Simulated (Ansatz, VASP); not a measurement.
**SrO in VASP and in Ansatz**

```
Sr O
1.0
     0.00000    2.55822    2.59161
     2.55822    0.00000    2.59161
     2.55822    2.55822    0.00000
Sr O
1 1
Direct
  0.00000 0.00000 0.00000
  0.50000 0.50000 0.50000
```

Change from the starting cell: epitaxial_xy strain -0.8%.

Alike in both runs: task single point; functional r2SCAN; k mesh 8 × 8 × 8; no spin polarisation.

|  | VASP | Ansatz |
| --- | --- | --- |
| version | VASP 6.6.1 | Ansatz 0.2.0 |
| potentials or method | VASP PAW PBE potentials, release 64 (Sr_sv, O) | plane waves, PAW |
| plane-wave cutoff (eV) | 520 | 500 |
| occupations | gaussian, width 0.01 eV | fixed |
| valence electrons in the cell | 16 | 16 |

Ansatz gave:

```
gap on the k mesh at the Fermi level (eV)                     : 3.76
pressure (GPa)                                                : 1.2
traceless stress, the component that is largest in VASP (GPa) : -1.22
```

Which values does VASP return?

gap on the k mesh at the Fermi level (eV): 3.71; pressure (GPa): 1.8; traceless stress, the component that is largest in VASP (GPa): -1.28.

VASP's potentials were made for PBE, not for r2SCAN.
